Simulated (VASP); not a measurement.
# SrNiPF (P4/nmm) in VASP: single point with r2SCAN

Aim: the single point of SrNiPF with r2SCAN.

Program: VASP 6.6.1. These are calculated values, not measurements. Logs are shortened: lines on timing, memory, paths and dates and some standing lists are left out, and cuts for length are marked.

**1. The cell of the first run**

Symmetry: P4/nmm, No. 129, tetragonal system. Conventional cell: a = 3.969 Å, b = 3.969 Å, c = 8.871 Å, α = 90.00°, β = 90.00°, γ = 90.00°. Sr (site symmetry 4mm) has 4 F at 2.43 Å and 4 P at 3.22 Å within 3.3 Å. Within 3.2 Å of F (site symmetry -4m2) lie 4 Sr at 2.43 Å and 4 F at 2.81 Å. Within 3.2 Å of Ni (site symmetry -4m2) lie 4 P at 2.46 Å and 4 Ni at 2.81 Å. P (site symmetry 4mm) has 4 Ni at 2.46 Å and 4 Sr at 3.22 Å within 3.3 Å.

**2. Single point, r2SCAN, collinear spin, ferromagnetic start**

Input file POSCAR:

```
SrNiPF
1.0
    3.9685659300      0.0000000000      0.0000000000
    0.0000000000      3.9685659300      0.0000000000
    0.0000000000      0.0000000000      8.8706214900
Sr F Ni P
2 2 2 2
Direct
    0.2500000000      0.2500000000      0.3424000000
    0.7500000000      0.7500000000      0.6576000000
    0.2500000000      0.7500000000      0.5000000000
    0.7500000000      0.2500000000      0.5000000000
    0.2500000000      0.7500000000      0.0000000000
    0.7500000000      0.2500000000      0.0000000000
    0.7500000000      0.7500000000      0.1642000000
    0.2500000000      0.2500000000      0.8358000000
```

Input file INCAR.step1:

```
PREC = Accurate
ENCUT = 520
ISMEAR = 1
SIGMA = 0.0536
LREAL = False
LASPH = True
NELM = 150
ISPIN = 2
MAGMOM = 0 0 0 0 0.9 0.9 0 0
LMAXMIX = 4
NBANDS = 46
GGA = PE
ALGO = Normal
EDIFF = 1E-4
LWAVE = True
LCHARG = False
```

Input file INCAR.step2:

```
PREC = Accurate
ENCUT = 520
EDIFF = 1E-6
ISMEAR = 1
SIGMA = 0.0536
LREAL = False
LASPH = True
NELM = 150
ALGO = Normal
ISIF = 2
LWAVE = False
LCHARG = False
ISPIN = 2
MAGMOM = 0 0 0 0 0.9 0.9 0 0
LORBIT = 11
LMAXMIX = 4
METAGGA = R2SCAN
LMIXTAU = True
NBANDS = 46
ISTART = 1
```

Input file KPOINTS:

```
Automatic mesh
0
Gamma
  5 5 2
```

Potentials or basis: VASP PAW PBE potentials, release 64 (Sr_sv, F, Ni, P).

The run is started by

```bash
cat potpaw_PBE.64/Sr_sv/POTCAR potpaw_PBE.64/F/POTCAR potpaw_PBE.64/Ni/POTCAR potpaw_PBE.64/P/POTCAR > POTCAR
cp INCAR.step1 INCAR
mpirun -np 1 vasp_std > vasp.out
cp INCAR.step2 INCAR
mpirun -np 1 vasp_std > vasp.out
```

OUTCAR:

```text
PREC = Accurate
   ENCUT = 520
   EDIFF = 1E-6
   ISMEAR = 1
   LREAL = False
   LASPH = True
   NELM = 150
   ISIF = 2
   ISPIN = 2
   LORBIT = 11
   METAGGA = R2SCAN
   ISTART = 1

 ion  position               nearest neighbor table
   1  0.250  0.250  0.342-   3 2.43   4 2.43   3 2.43   4 2.43   7 3.22   7 3.22   7 3.22   7 3.22
                             6 3.63   6 3.63   5 3.63   5 3.63   2 3.96   2 3.96   2 3.96   2 3.96
   2  0.750  0.750  0.658-   3 2.43   4 2.43   4 2.43   3 2.43   8 3.22   8 3.22   8 3.22   8 3.22
                             6 3.63   5 3.63   6 3.63   5 3.63   1 3.96   1 3.96   1 3.96   1 3.96
   3  0.250  0.750  0.500-   1 2.43   2 2.43   1 2.43   2 2.43
   4  0.750  0.250  0.500-   1 2.43   2 2.43   2 2.43   1 2.43
   5  0.250  0.750  0.000-   7 2.46   8 2.46   8 2.46   7 2.46   6 2.81   6 2.81   6 2.81   6 2.81
                             2 3.63   1 3.63   2 3.63   1 3.63
   6  0.750  0.250  0.000-   7 2.46   8 2.46   7 2.46   8 2.46   5 2.81   5 2.81   5 2.81   5 2.81
                             1 3.63   2 3.63   2 3.63   1 3.63
   7  0.750  0.750  0.164-   5 2.46   6 2.46   6 2.46   5 2.46   1 3.22   1 3.22   1 3.22   1 3.22

   8  0.250  0.250  0.836-   5 2.46   6 2.46   5 2.46   6 2.46   2 3.22   2 3.22   2 3.22   2 3.22

  LATTYP: Found a simple tetragonal cell.
 ALAT       =     3.9685659300
 C/A-ratio  =     2.2352208950

  Lattice vectors:

 A1 = (   3.9685659300,   0.0000000000,   0.0000000000)
 A2 = (   0.0000000000,   3.9685659300,   0.0000000000)
 A3 = (   0.0000000000,   0.0000000000,   8.8706214900)

Analysis of symmetry for initial positions (statically):
=====================================================================
 Subroutine PRICEL returns:
 Original cell was already a primitive cell.

 Routine SETGRP: Setting up the symmetry group for a
 simple tetragonal supercell.

 Subroutine GETGRP returns: Found 16 space group operations
 (whereof  4 operations were pure point group operations)
 out of a pool of 16 trial point group operations.

The static configuration has the point symmetry C_2h.
 The point group associated with its full space group is D_4h.

Analysis of symmetry for dynamics (positions and initial velocities):
=====================================================================
 Subroutine PRICEL returns:
 Original cell was already a primitive cell.

 Routine SETGRP: Setting up the symmetry group for a
 simple tetragonal supercell.

 Subroutine GETGRP returns: Found 16 space group operations
 (whereof  4 operations were pure point group operations)
 out of a pool of 16 trial point group operations.

The dynamic configuration has the point symmetry C_2h.
 The point group associated with its full space group is D_4h.

Analysis of structural, dynamic, and magnetic symmetry:
=====================================================================
 Subroutine PRICEL returns:
 Original cell was already a primitive cell.

 Routine SETGRP: Setting up the symmetry group for a
 simple tetragonal supercell.

 Subroutine GETGRP returns: Found 16 space group operations
 (whereof  4 operations were pure point group operations)
 out of a pool of 16 trial point group operations.

The overall configuration has the point symmetry C_2h.
 The point group associated with its full space group is D_4h.

 Subroutine INISYM returns: Found 16 space group operations
 (whereof  4 operations are pure point group operations),
 and found     1 'primitive' translations

----------------------------------------------------------------------------------------

                                     Primitive cell

  volume of cell :     139.7080

  direct lattice vectors                    reciprocal lattice vectors
     3.968565930  0.000000000  0.000000000     0.251980191  0.000000000  0.000000000
     0.000000000  3.968565930  0.000000000     0.000000000  0.251980191  0.000000000
     0.000000000  0.000000000  8.870621490     0.000000000  0.000000000  0.112731673

  length of vectors
     3.968565930  3.968565930  8.870621490     0.251980191  0.251980191  0.112731673

  position of ions in fractional coordinates (direct lattice)
     0.250000000  0.250000000  0.342400000
     0.750000000  0.750000000  0.657600000
[... 65 lines left out ...]
   NGXF,Y,Z  is equivalent  to a cutoff of  25.13, 25.13, 26.24 a.u.
 SYSTEM =  unknown system
   PREC   = accura    normal or accurate (medium, high low for compatibility)
   ISTART =      1    job   : 0-new  1-cont  2-samecut
   ICHARG =      0    charge: 1-file 2-atom 10-const
   ISPIN  =      2    spin polarized calculation?
   LNONCOLLINEAR =      F non collinear calculations
   LSORBIT =      F    spin-orbit coupling
   LASPH  =      T    aspherical Exc in radial PAW
   ENCUT  =  520.0 eV  38.22 Ry    6.18 a.u.   7.38  7.38 16.49*2*pi/ulx,y,z
   NELM   =    150;   NELMIN=  2; NELMDL=  0     # of ELM steps
   EDIFF  = 0.1E-05   stopping-criterion for ELM
   LREAL  =      F    real-space projection
   EDIFFG = 0.1E-04   stopping-criterion for IOM
   NSW    =      0    number of steps for IOM
   IBRION =     -1    ionic relax: 0-MD 1-quasi-New 2-CG
   NFREE  =      0    steps in history (QN), initial steepest desc. (CG)
   ISIF   =      2    stress and relaxation
   ISYM   =      2    0-nonsym 1-usesym 2-fastsym
   POTIM  = 0.5000    time-step for ionic-motion
   TEBEG  =    0.0;   TEEND  =   0.0 temperature during run
   PSTRESS=    0.0 pullay stress
   NELECT =      64.0000    total number of electrons
   NUPDOWN=      -1.0000    fix difference up-down
   EMIN   =  10.00;   EMAX   =-10.00  energy-range for DOS
   EFERMI =   0.00;   METHOD = LEGACY
   ISMEAR =     1;   SIGMA  =   0.05  broadening in eV -4-tet -1-fermi 0-gaus
   EFERMI_NEDOS =   21; number of points for ismear=-14 and -15
   IALGO  =     38    algorithm
   IMIX   =      4    mixing-type and parameters
     AMIX     =   0.40;   BMIX     =  1.00
     AMIX_MAG =   1.60;   BMIX_MAG =  1.00
  volume/ion in A,a.u.               =      17.46       117.85
  Fermi-wavevector in a.u.,A,eV,Ry     =   1.262005  2.384844 21.669409  1.592657
  Thomas-Fermi vector in A             =   2.395435
   LORBIT       =     11    0 simple, 1 ext, 2 COOP (PROOUT), +10 PAW based schemes
   METAGGA = R2SCAN    functional components
   LHFCALC =     F    Hartree Fock is set to
   AEXX    =    0.0000 exact exchange contribution
   IVDW    =     0    specifies the selected vdW correction
   LEPSILON=     F    determine dielectric tensor
   LRPA    =     F    only Hartree local field effects (RPA)
 spin polarized calculation
 Methfessel and Paxton  Order N= 1 SIGMA  =   0.05
  energy-cutoff  :      520.00
  volume of cell :      139.71
 maximum number of plane-waves:      3801
 NGX is ok and might be reduce to    30
   NGX = 15   NGY = 15   NGZ = 33

 number of electron      63.9999967 magnetization      -0.0011859

 number of electron      63.9999967 magnetization       0.0005554

 Free energy of the ion-electron system (eV)
  ---------------------------------------------------
  ext. energy  EPLUGINS =         0.00000000
  ---------------------------------------------------
  free energy    TOTEN  =       -93.91503579 eV

  energy without entropy =      -93.91416646  energy(sigma->0) =      -93.91474602

 E-fermi :   4.7659     XC(G=0): -10.7190

 val. band max:        4.7494578594   @ k =   0.2000   0.2000   0.0000
 cond. band min:       4.7978827298   @ k =   0.4000   0.2000   0.0000
 fundamental gap:      0.0484248703
 Fermi energy:         4.7658550717

 spin component 1

 k-point     1 :       0.0000    0.0000    0.0000
  band No.  band energies     occupation
      1     -31.5529      1.00000
      2     -31.4822      1.00000
      3     -21.5411      1.00000
      4     -21.1027      1.00000
      5     -13.0035      1.00000
      6     -13.0035      1.00000
[... 553 lines left out ...]
     43      11.7565      0.00000
     44      12.1230      0.00000
 Fermi energy:         4.7658550717

 spin component 2

 k-point     1 :       0.0000    0.0000    0.0000
  band No.  band energies     occupation
      1     -31.5529      1.00000
      2     -31.4822      1.00000
      3     -21.5411      1.00000
      4     -21.1027      1.00000
      5     -13.0035      1.00000
      6     -13.0035      1.00000
[... 553 lines left out ...]
     43      11.7565      0.00000
     44      12.1231      0.00000
 [bands above 44 left out]

------------------------ aborting loop because EDIFF is reached ----------------------------------------

  FORCE on cell =-STRESS in cart. coord.  units (eV):
  Direction    XX          YY          ZZ          XY          YZ          ZX
  --------------------------------------------------------------------------------------
  -------------------------------------------------------------------------------------
  Total       -5.0466321     -5.0466321     -7.2987740      0.0000000      0.0000000      0.0000000
  in kB      -57.8749965    -57.8749965    -83.7026588      0.0000000      0.0000000      0.0000000
  external PRESSURE =     -66.4842173 kB  Pullay stress =       0.0000000 kB

 VOLUME and BASIS-vectors are now :
 -----------------------------------------------------------------------------
  energy-cutoff  :      520.00
  volume of cell :      139.71
      direct lattice vectors                 reciprocal lattice vectors
     3.968565930  0.000000000  0.000000000     0.251980191  0.000000000  0.000000000
     0.000000000  3.968565930  0.000000000     0.000000000  0.251980191  0.000000000
     0.000000000  0.000000000  8.870621490     0.000000000  0.000000000  0.112731673

 POSITION                                       TOTAL-FORCE (eV/Angst)
 -----------------------------------------------------------------------------------
      0.99214      0.99214      3.03730         0.000000     -0.000000     -0.636836
      2.97642      2.97642      5.83332         0.000000     -0.000000      0.636836
      0.99214      2.97642      4.43531        -0.000000      0.000000      0.000000
      2.97642      0.99214      4.43531         0.000000     -0.000000      0.000000
      0.99214      2.97642      0.00000        -0.000000      0.000000      0.000000
      2.97642      0.99214      0.00000        -0.000000     -0.000000     -0.000000
      2.97642      2.97642      1.45656         0.000000     -0.000000     -2.883741
      0.99214      0.99214      7.41407        -0.000000      0.000000      2.883741
 -----------------------------------------------------------------------------------
    total drift:                                0.000000      0.000000     -0.000000

  FREE ENERGIE OF THE ION-ELECTRON SYSTEM (eV)
  ---------------------------------------------------
  free  energy   TOTEN  =       -93.9150357935 eV

  energy  without entropy=      -93.9141664632  energy(sigma->0) =      -93.91474602

 total charge

# of ion       s       p       d       tot
------------------------------------------
    1        2.003   5.891   0.201   8.095
    2        2.003   5.891   0.201   8.095
    3        1.740   4.421   0.000   6.160
    4        1.740   4.421   0.000   6.160
    5        0.395   0.394   8.334   9.123
    6        0.395   0.394   8.334   9.123
    7        1.023   1.415   0.000   2.438
    8        1.023   1.415   0.000   2.438
--------------------------------------------------
tot         10.322  24.242  17.071  51.634

 magnetization (x)

# of ion       s       p       d       tot
------------------------------------------
    1        0.000   0.000   0.000   0.000
    2        0.000   0.000   0.000   0.000
    3        0.000   0.000   0.000   0.000
    4        0.000   0.000   0.000   0.000
    5        0.000   0.000   0.000   0.000
    6        0.000   0.000   0.000   0.000
    7       -0.000   0.000   0.000   0.000
    8       -0.000   0.000   0.000   0.000
--------------------------------------------------
tot          0.000   0.000   0.000   0.000
```

Run time: 6.8 min. Hardware: 1 thread of Intel Xeon Platinum 8559C (Emerald Rapids), shared host; peak memory 0.4 GiB.

Results:

| Property | Result |
| --- | --- |
| Free energy | -93.9150 eV |
| Pressure | -6.6 GPa |
| Largest force | 2.884 eV/Å |
| Band gap on the k mesh | zero (filled and empty bands overlap) |
| Net moment | 0.00 μB per cell |
| Valence electrons inside the program's atomic spheres | Sr 8.10; F 6.16; Ni 9.12; P 2.44 |

Forces in eV/Å, atoms in the order of the input:
```
Sr   0.000  0.000 -0.637
Sr   0.000  0.000  0.637
F    0.000  0.000  0.000
F    0.000  0.000  0.000
Ni   0.000  0.000  0.000
Ni   0.000  0.000  0.000
P    0.000  0.000 -2.884
P    0.000  0.000  2.884
```

Stress tensor (GPa, compression positive):
```
-5.79  0.00  0.00
 0.00 -5.79  0.00
 0.00  0.00 -8.37
```

Caveat: the cell stands under tension; the PAW data sets were made with another functional, which shifts forces and pressure a little. With open d or f shells a metallic result of r2SCAN can be an artefact of self-interaction; +U or a hybrid may open a gap.
